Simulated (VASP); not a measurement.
# Pt in VASP: further runs

Pt is run at these levels: PBE; tasks: single point.

Everything below comes from runs of VASP 6.6.1. Logs are shortened: lines on timing, memory, paths and dates and some standing lists are left out, and cuts for length are marked.

## (1) The cell of the first run

The cell holds a slab with vacuum, 6 atoms: a = 2.808 Å, b = 2.808 Å, c = 27.464 Å, α = 90.00°, β = 90.00°, γ = 120.00°.

## (2) Single point, PBE

Input file INCAR:

```
SYSTEM = Pt
  ALGO = Normal
  DIPOL = 0.5 0.5 0.500
  EDIFF = 1E-6
  ENCUT = 520
  GGA = PE
  IDIPOL = 3
  ISIF = 2
  ISMEAR = -1
  LASPH = .True.
  LCHARG = .False.
  LDIPOL = .True.
  LREAL = .False.
  LWAVE = .False.
  NBANDS = 39
  NELM = 80
  PREC = Accurate
  SIGMA = 0.08
```

Input file KPOINTS:

```
k-points
0
Gamma
  13 13 1
  0 0 0
```

Input file POSCAR:

```
Pt
1.0
    2.8080030017      0.0000000000      0.0000000000
   -1.4040015008      2.4318019334      0.0000000000
    0.0000000000      0.0000000000     27.4636000000
Pt
6
Direct
    0.1666666665      0.3333333335      0.2912942174
    0.5000000005      0.9999999995      0.3747765303
    0.8333333335      0.6666666665      0.4582588432
    0.1666666665      0.3333333335      0.5417411561
    0.5000000005      0.9999999995      0.6252234697
    0.8333333335      0.6666666665      0.7087057826
```

Potentials or basis: VASP PAW PBE potentials, release 64 (Pt).

On the command line:

```sh
$ cat potpaw_PBE.64/Pt/POTCAR > POTCAR
$ mpirun -np 1 vasp_std > vasp.out
```

OUTCAR:

```text
SYSTEM = Pt
   EDIFF = 1E-6
   ENCUT = 520
   GGA = PE
   ISIF = 2
   ISMEAR = -1
   LASPH = .True.
   LREAL = .False.
   NELM = 80
   PREC = Accurate

 ion  position               nearest neighbor table
   1  0.167  0.333  0.291-   2 2.81   2 2.81   2 2.81
   2  0.500  1.000  0.375-   3 2.81   1 2.81   1 2.81   3 2.81   3 2.81   1 2.81
   3  0.833  0.667  0.458-   2 2.81   4 2.81   4 2.81   2 2.81   2 2.81   4 2.81
   4  0.167  0.333  0.542-   3 2.81   3 2.81   3 2.81   5 2.81   5 2.81   5 2.81
   5  0.500  1.000  0.625-   6 2.81   6 2.81   6 2.81   4 2.81   4 2.81   4 2.81
   6  0.833  0.667  0.709-   5 2.81   5 2.81   5 2.81

  LATTYP: Found a hexagonal cell.
 ALAT       =     2.8080030017
 C/A-ratio  =     9.7804738753

  Lattice vectors:

 A1 = (   2.8080030017,   0.0000000000,   0.0000000000)
 A2 = (  -1.4040015008,   2.4318019334,   0.0000000000)
 A3 = (   0.0000000000,   0.0000000000,  27.4636000000)

Analysis of symmetry for initial positions (statically):
=====================================================================
 Subroutine PRICEL returns:
 Original cell was already a primitive cell.

 Routine SETGRP: Setting up the symmetry group for a
 hexagonal supercell.

 Subroutine GETGRP returns: Found 12 space group operations
 (whereof  4 operations were pure point group operations)
 out of a pool of 24 trial point group operations.

The static configuration has the point symmetry C_2h.
 The point group associated with its full space group is D_3d.

Analysis of symmetry for dynamics (positions and initial velocities):
=====================================================================
 Subroutine PRICEL returns:
 Original cell was already a primitive cell.

 Routine SETGRP: Setting up the symmetry group for a
 hexagonal supercell.

 Subroutine GETGRP returns: Found 12 space group operations
 (whereof  4 operations were pure point group operations)
 out of a pool of 24 trial point group operations.

The dynamic configuration has the point symmetry C_2h.
 The point group associated with its full space group is D_3d.

 Subroutine INISYM returns: Found 12 space group operations
 (whereof  4 operations are pure point group operations),
 and found     1 'primitive' translations

----------------------------------------------------------------------------------------

                                     Primitive cell

  volume of cell :     187.5354

  direct lattice vectors                    reciprocal lattice vectors
     2.808003002  0.000000000  0.000000000     0.356124975  0.205608850  0.000000000
    -1.404001501  2.431801933  0.000000000     0.000000000  0.411217701  0.000000000
     0.000000000  0.000000000 27.463600000     0.000000000  0.000000000  0.036411832

  length of vectors
     2.808003002  2.808003002 27.463600000     0.411217701  0.411217701  0.036411832

  position of ions in fractional coordinates (direct lattice)
     0.166666666  0.333333334  0.291294217
     0.500000001  0.999999999  0.374776530
     0.833333334  0.666666666  0.458258843
     0.166666666  0.333333334  0.541741156
     0.500000001  0.999999999  0.625223470
     0.833333334  0.666666666  0.708705783

  ion indices of the primitive-cell ions
   primitive index   ion index
                 1           1
                 2           2
                 3           3
                 4           4
                 5           5
                 6           6

----------------------------------------------------------------------------------------

 KPOINTS: k-points

Automatic generation of k-mesh.
 Grid dimensions read from file:
 generate k-points for:   13   13    1

 Generating k-lattice:

  Cartesian coordinates                     Fractional coordinates (reciprocal lattice)
     0.027394229  0.015816065  0.000000000     0.076923077  0.000000000  0.000000000
     0.000000000  0.031632131  0.000000000     0.000000000  0.076923077  0.000000000
     0.000000000  0.000000000  0.036411832     0.000000000  0.000000000  1.000000000

  Length of vectors
     0.031632131  0.031632131  0.036411832

  Shift w.r.t. Gamma in fractional coordinates (k-lattice)
     0.000000000  0.000000000  0.000000000

 Subroutine IBZKPT returns following result:
 ===========================================

 Found     21 irreducible k-points:

 Following reciprocal coordinates:
            Coordinates               Weight
  0.000000  0.000000  0.000000      1.000000
  0.076923  0.000000  0.000000      6.000000
  0.153846 -0.000000  0.000000      6.000000
  0.230769  0.000000  0.000000      6.000000
  0.307692 -0.000000  0.000000      6.000000
  0.384615  0.000000  0.000000      6.000000
[... 13 lines left out ...]
  0.384615  0.230769  0.000000      6.000000
  0.307692  0.307692  0.000000      6.000000
   k-points           NKPTS =     21   k-points in BZ     NKDIM =     21   number of bands    NBANDS=     39
   number of dos      NEDOS =    301   number of ions     NIONS =      6
   total plane-waves  NPLWV = 120960
   dimension x,y,z NGX =    24 NGY =   24 NGZ =  210
   dimension x,y,z NGXF=    48 NGYF=   48 NGZF=  420
   ions per type =               6
   NGX,Y,Z   is equivalent  to a cutoff of  14.21, 14.21, 12.71 a.u.
   NGXF,Y,Z  is equivalent  to a cutoff of  28.42, 28.42, 25.42 a.u.
 SYSTEM =  Pt
   PREC   = accura    normal or accurate (medium, high low for compatibility)
   ISTART =      0    job   : 0-new  1-cont  2-samecut
   ICHARG =      2    charge: 1-file 2-atom 10-const
   ISPIN  =      1    spin polarized calculation?
   LNONCOLLINEAR =      F non collinear calculations
   LSORBIT =      F    spin-orbit coupling
   LASPH  =      T    aspherical Exc in radial PAW
   ENCUT  =  520.0 eV  38.22 Ry    6.18 a.u.   5.22  5.22 51.06*2*pi/ulx,y,z
   NELM   =     80;   NELMIN=  2; NELMDL= -5     # of ELM steps
   EDIFF  = 0.1E-05   stopping-criterion for ELM
   LREAL  =      F    real-space projection
   EDIFFG = 0.1E-04   stopping-criterion for IOM
   NSW    =      0    number of steps for IOM
   IBRION =     -1    ionic relax: 0-MD 1-quasi-New 2-CG
   NFREE  =      0    steps in history (QN), initial steepest desc. (CG)
   ISIF   =      2    stress and relaxation
   ISYM   =      2    0-nonsym 1-usesym 2-fastsym
   POTIM  = 0.5000    time-step for ionic-motion
   TEBEG  =    0.0;   TEEND  =   0.0 temperature during run
   PSTRESS=    0.0 pullay stress
   NELECT =      60.0000    total number of electrons
   NUPDOWN=      -1.0000    fix difference up-down
   EMIN   =  10.00;   EMAX   =-10.00  energy-range for DOS
   EFERMI =   0.00;   METHOD = LEGACY
   ISMEAR =    -1;   SIGMA  =   0.08  broadening in eV -4-tet -1-fermi 0-gaus
   EFERMI_NEDOS =   21; number of points for ismear=-14 and -15
   IALGO  =     38    algorithm
   IMIX   =      4    mixing-type and parameters
     AMIX     =   0.40;   BMIX     =  1.00
     AMIX_MAG =   1.60;   BMIX_MAG =  1.00
  volume/ion in A,a.u.               =      31.26       210.93
  Fermi-wavevector in a.u.,A,eV,Ry     =   1.119689  2.115906 17.057678  1.253704
  Thomas-Fermi vector in A             =   2.256330
   LORBIT       =      0    0 simple, 1 ext, 2 COOP (PROOUT), +10 PAW based schemes
   GGA     = PE    functional components
   LHFCALC =     F    Hartree Fock is set to
   AEXX    =    0.0000 exact exchange contribution
   IVDW    =     0    specifies the selected vdW correction
   LEPSILON=     F    determine dielectric tensor
   LRPA    =     F    only Hartree local field effects (RPA)
 non-spin polarized calculation
  energy-cutoff  :      520.00
  volume of cell :      187.54
 maximum number of plane-waves:      5076
 NGX is ok and might be reduce to    24
   NGX = 11   NGY = 11   NGZ =103

 number of electron      59.9999992 magnetization

 dipolmoment           0.000000      0.000000      0.000000 electrons x Angstroem

 Free energy of the ion-electron system (eV)
  ---------------------------------------------------
  ext. energy  EPLUGINS =         0.00000000
  ---------------------------------------------------
  free energy    TOTEN  =       -35.41855751 eV

  energy without entropy =      -35.15812942  energy(sigma->0) =      -35.28834347

 E-fermi :   2.4148     XC(G=0):  -7.2971

 val. band max:        2.4040702119   @ k =   0.2308   0.1538   0.0000
 cond. band min:       2.4155231172   @ k =   0.0000   0.0000   0.0000
 fundamental gap:      0.0114529053
 Fermi energy:         2.4147584340

 k-point     1 :       0.0000    0.0000    0.0000
  band No.  band energies     occupation
      1      -7.1280      2.00000
      2      -6.4154      2.00000
      3      -5.4941      2.00000
      4      -4.7352      2.00000
      5      -4.3631      2.00000
      6      -4.3306      2.00000
[... 31 lines left out ...]
     38       7.8303      0.00000
     39       7.9077      0.00000

 k-point     2 :       0.0769    0.0000    0.0000
  band No.  band energies     occupation
      1      -6.9266      2.00000
      2      -6.2189      2.00000
      3      -5.2989      2.00000
      4      -4.5392      2.00000
      5      -4.1742      2.00000
      6      -4.1365      2.00000
[... 31 lines left out ...]
     38       7.9820      0.00000
     39       8.0179      0.00000

 k-point     3 :       0.1538   -0.0000    0.0000
  band No.  band energies     occupation
      1      -6.3532      2.00000
      2      -5.6703      2.00000
      3      -4.7699      2.00000
      4      -4.0199      2.00000
      5      -3.6715      2.00000
      6      -3.6177      2.00000
[... 706 lines left out ...]
 k-point    20 :       0.3846    0.2308    0.0000
  band No.  band energies     occupation
      1      -3.3836      2.00000
      2      -3.3099      2.00000
      3      -2.8935      2.00000
      4      -2.8782      2.00000
      5      -2.7807      2.00000
      6      -2.4691      2.00000
[... 31 lines left out ...]
     38       8.5860      0.00000
     39       9.2244      0.00000

 k-point    21 :       0.3077    0.3077    0.0000
  band No.  band energies     occupation
      1      -3.0715      2.00000
      2      -3.0678      2.00000
      3      -2.8146      2.00000
      4      -2.6392      2.00000
      5      -2.6181      2.00000
      6      -2.3240      2.00000
[... 31 lines left out ...]
     38       8.6748      0.00000
     39       9.6843      0.00000

------------------------ aborting loop because EDIFF is reached ----------------------------------------

 vacuum level on the upper side and lower side of the slab       (xc-potential included)        -0.183        -0.183

  FORCE on cell =-STRESS in cart. coord.  units (eV):
  Direction    XX          YY          ZZ          XY          YZ          ZX
  --------------------------------------------------------------------------------------
  -------------------------------------------------------------------------------------
  Total       -4.4184514     -4.4184514     -0.1245368     -0.0000000      0.0000000      0.0000000
  in kB      -37.7483032    -37.7483032     -1.0639593     -0.0000000      0.0000000      0.0000000
  external PRESSURE =     -25.5201886 kB  Pullay stress =       0.0000000 kB

 VOLUME and BASIS-vectors are now :
 -----------------------------------------------------------------------------
  energy-cutoff  :      520.00
  volume of cell :      187.54
      direct lattice vectors                 reciprocal lattice vectors
     2.808003002  0.000000000  0.000000000     0.356124975  0.205608850  0.000000000
    -1.404001501  2.431801933  0.000000000     0.000000000  0.411217701  0.000000000
     0.000000000  0.000000000 27.463600000     0.000000000  0.000000000  0.036411832

 POSITION                                       TOTAL-FORCE (eV/Angst)
 -----------------------------------------------------------------------------------
     -0.00000      0.81060      7.99999        -0.000000      0.000000     -0.116622
      0.00000      2.43180     10.29271         0.000000      0.000000      0.196886
      1.40400      1.62120     12.58544         0.000000      0.000000      0.013358
     -0.00000      0.81060     14.87816        -0.000000      0.000000     -0.013358
      0.00000      2.43180     17.17089        -0.000000      0.000000     -0.196886
      1.40400      1.62120     19.46361         0.000000     -0.000000      0.116622
 -----------------------------------------------------------------------------------
    total drift:                               -0.000000      0.000000      0.000019

  FREE ENERGIE OF THE ION-ELECTRON SYSTEM (eV)
  ---------------------------------------------------
  free  energy   TOTEN  =       -35.4185575113 eV

  energy  without entropy=      -35.1581294193  energy(sigma->0) =      -35.28834347

 vacuum level on the upper side and lower side of the slab         7.965         7.965
```

Wall time 6 min (1 thread of Intel Xeon Platinum 8259CL at 2.50GHz (Skylake/Cascade Lake), shared host); peak memory 0.38 GiB.

Results:

| Item | Value |
| --- | --- |
| Free energy | -35.4186 eV |
| Largest force | 0.197 eV/Å |
| Band gap on the k mesh | zero (bands 30 and 31 overlap by 1.32 eV) |

Forces in eV/Å, atoms in the order of the input:
```
Pt   0.000  0.000 -0.117
Pt   0.000  0.000  0.197
Pt   0.000  0.000  0.013
Pt   0.000  0.000 -0.013
Pt   0.000  0.000 -0.197
Pt   0.000  0.000  0.117
```

Caveat: spin-orbit coupling is left out, which moves the levels of the heavy elements.

## (3) Single point, PBE

Input file INCAR:

```
PREC = Accurate
ENCUT = 520
EDIFF = 1E-6
ISMEAR = -1
SIGMA = 0.08
LREAL = False
LASPH = True
NELM = 80
ALGO = Normal
ISIF = 2
LWAVE = False
LCHARG = True
LDIPOL = True
IDIPOL = 3
DIPOL = 0.5 0.5 0.500
GGA = PE
LELF = True
LVHAR = True
LVACPOTAV = True
NBANDS = 39
```

Input file KPOINTS:

```
Automatic mesh
0
Gamma
  13 13 1
```

POSCAR is that of step 2.

Potentials or basis: VASP PAW PBE potentials, release 64 (Pt).

On the command line:

```sh
$ cat potpaw_PBE.64/Pt/POTCAR > POTCAR
$ mpirun -np 1 vasp_std > vasp.out
```

It took 6.5 min on 1 thread of Intel Xeon Platinum 8259CL at 2.50GHz (Skylake/Cascade Lake), shared host; peak memory 0.38 GiB.

Results (log left out):

```
Free energy            : -35.4186 eV
Largest force          : 0.197 eV/Å
Band gap on the k mesh : zero (bands 30 and 31 overlap by 1.32 eV)
```

Forces in eV/Å, atoms in the order of the input:
```
Pt   0.000  0.000 -0.117
Pt   0.000  0.000  0.197
Pt   0.000  0.000  0.013
Pt   0.000  0.000 -0.013
Pt   0.000  0.000 -0.197
Pt   0.000  0.000  0.117
```

Levels at points of the mesh, in eV from the Fermi level:
| k point | band 26 | band 27 | band 28 | band 29 | band 30 | band 31 | band 32 | band 33 | band 34 | band 35 |
| --- | --- | --- | --- | --- | --- | --- | --- | --- | --- | --- |
| (0.00, 0.00, 0.00) | -1.50 | -1.50 | -1.22 | -1.22 | -0.74 | -0.74 | -0.23 | -0.23 | 0.00 | 0.00 |

Caveat: spin-orbit coupling is left out, which moves the levels of the heavy elements.

## (4) Single point, PBE

Input file INCAR:

```
PREC = Accurate ; ENCUT = 520
EDIFF = 1E-6 ; ISMEAR = -1
SIGMA = 0.08 ; LREAL = False
LASPH = True ; NELM = 100
ALGO = Normal ; ISIF = 2
LWAVE = False ; LCHARG = False
LDIPOL = True ; IDIPOL = 3
DIPOL = 0.5 0.5 0.500 ; GGA = PE
NBANDS = 39
```

KPOINTS is that of step 3.

Input file POSCAR:

```
Pt
1.0
    2.8080030017      0.0000000000      0.0000000000
   -1.4040015008      2.4318019334      0.0000000000
    0.0000000000      0.0000000000     27.4636000000
Pt
6
Direct
    0.1666666667      0.3333333333      0.2911533011
    0.5000000000      1.0000000000      0.3754613679
    0.8333333333      0.6666666667      0.4585441484
    0.1666666667      0.3333333333      0.5414558526
    0.5000000000      1.0000000000      0.6245386315
    0.8333333333      0.6666666667      0.7088466978
```

On the command line:

```sh
$ cat potpaw_PBE.64/Pt/POTCAR > POTCAR
$ mpirun -np 1 vasp_std > vasp.out
```

Wall time 5.9 min (1 thread of Intel Xeon Platinum 8259CL at 2.50GHz (Skylake/Cascade Lake), shared host); peak memory 0.38 GiB.

Results (log left out):

```
Free energy            : -35.4227 eV
Largest force          : 0.016 eV/Å
Band gap on the k mesh : zero (bands 30 and 31 overlap by 1.33 eV)
```

Forces in eV/Å, atoms in the order of the input:
```
Pt   0.000  0.000  0.016
Pt   0.000  0.000  0.002
Pt   0.000  0.000 -0.005
Pt   0.000  0.000  0.005
Pt   0.000  0.000 -0.002
Pt   0.000  0.000 -0.016
```

Levels at points of the mesh, in eV from the Fermi level:
```csv
k point,band 26,band 27,band 28,band 29,band 30,band 31,band 32,band 33,band 34,band 35
"(0.00, 0.00, 0.00)",-1.50,-1.50,-1.19,-1.19,-0.72,-0.72,-0.24,-0.24,0.00,0.00
```

Caveat: spin-orbit coupling is left out, which moves the levels of the heavy elements.

## (5) Single point, PBE

Input file INCAR:

```
SYSTEM = Pt
ALGO = Normal
DIPOL = 0.5 0.5 0.500
EDIFF = 1E-7
ENCUT = 520
GGA = PE
IDIPOL = 3
ISIF = 2
ISMEAR = -1
LASPH = .TRUE.
LCHARG = .TRUE.
LDIPOL = .TRUE.
LELF = .TRUE.
LREAL = .FALSE.
LVACPOTAV = .TRUE.
LVHAR = .TRUE.
LWAVE = .FALSE.
NBANDS = 39
NELM = 100
PREC = Accurate
SIGMA = 0.08
```

Input file KPOINTS:

```
k-points
0
G
  13 13 1
  0 0 0
```

POSCAR is that of step 4.

On the command line:

```sh
$ cat potpaw_PBE.64/Pt/POTCAR > POTCAR
$ mpirun -np 1 vasp_std > vasp.out
```

Wall time 6.5 min (1 thread of Intel Xeon Platinum 8259CL at 2.50GHz (Skylake/Cascade Lake), shared host); peak memory 0.38 GiB.

Results (log left out):

* Free energy: -35.4227 eV
* Largest force: 0.015 eV/Å
* Band gap on the k mesh: zero (bands 30 and 31 overlap by 1.33 eV)

Forces in eV/Å, atoms in the order of the input:
```
Pt   0.000  0.000  0.015
Pt   0.000  0.000  0.002
Pt   0.000  0.000 -0.005
Pt   0.000  0.000  0.005
Pt   0.000  0.000 -0.002
Pt   0.000  0.000 -0.015
```

Levels at points of the mesh, in eV from the Fermi level:
| k point | band 26 | band 27 | band 28 | band 29 | band 30 | band 31 | band 32 | band 33 | band 34 | band 35 |
| --- | --- | --- | --- | --- | --- | --- | --- | --- | --- | --- |
| (0.00, 0.00, 0.00) | -1.50 | -1.50 | -1.19 | -1.19 | -0.72 | -0.72 | -0.24 | -0.24 | 0.00 | 0.00 |

Caveat: spin-orbit coupling is left out, which moves the levels of the heavy elements.

## (6) Single point, PBE

Input file INCAR:

```
PREC = Accurate ; ENCUT = 520
EDIFF = 1E-6 ; ISMEAR = -1
SIGMA = 0.08 ; LREAL = F
LASPH = T ; NELM = 100
ALGO = Normal ; ISIF = 2
LWAVE = F ; LCHARG = F
GGA = PE ; NBANDS = 39
```

Input file KPOINTS:

```
Automatic mesh
0
Gamma
  13 13 1
```

POSCAR is that of step 5.

Potentials or basis: VASP PAW PBE potentials, release 64 (Pt).

On the command line:

```sh
$ cat potpaw_PBE.64/Pt/POTCAR > POTCAR
$ mpirun -np 1 vasp_std > vasp.out
```

It took 5.9 min on 1 thread of Intel Xeon Platinum 8259CL at 2.50GHz (Skylake/Cascade Lake), shared host; peak memory 0.38 GiB.

The run converged. Its results:

| Quantity | Value |
| --- | --- |
| Free energy | -35.4227 eV |
| Largest force | 0.016 eV/Å |
| Band gap on the k mesh | zero (bands 30 and 31 overlap by 1.33 eV) |

Forces in eV/Å, atoms in the order of the input:
```
Pt   0.000  0.000  0.016
Pt   0.000  0.000  0.002
Pt   0.000  0.000 -0.005
Pt   0.000  0.000  0.005
Pt   0.000  0.000 -0.002
Pt   0.000  0.000 -0.016
```

Levels at points of the mesh, in eV from the Fermi level:
| k point | band 27 | band 28 | band 29 | band 30 | band 31 | band 32 | band 33 | band 34 |
| --- | --- | --- | --- | --- | --- | --- | --- | --- |
| (0.00, 0.00, 0.00) | -1.50 | -1.19 | -1.19 | -0.72 | -0.72 | -0.24 | -0.24 | 0.00 |

Caveat: spin-orbit coupling is left out, which moves the levels of the heavy elements.

## (7) Summary

```tsv
cell	dipole correction	gap on the mesh (eV)	largest force (eV/Å)
as given, atomic positions A	yes	none	0.20
as given, atomic positions B	yes	none	0.02
as given, atomic positions B	no	none	0.02
```

Alike in all rows: task single point; level PBE; potentials or basis VASP PAW PBE potentials, release 64 (Pt); no spin polarisation; k mesh 13 × 13 × 1; cutoff (eV) 520; smearing fermi-dirac 0.08 eV.

Caveats: spin-orbit coupling is left out, which moves the levels of the heavy elements.

Absolute energies hang on the potentials; compare differences alone.
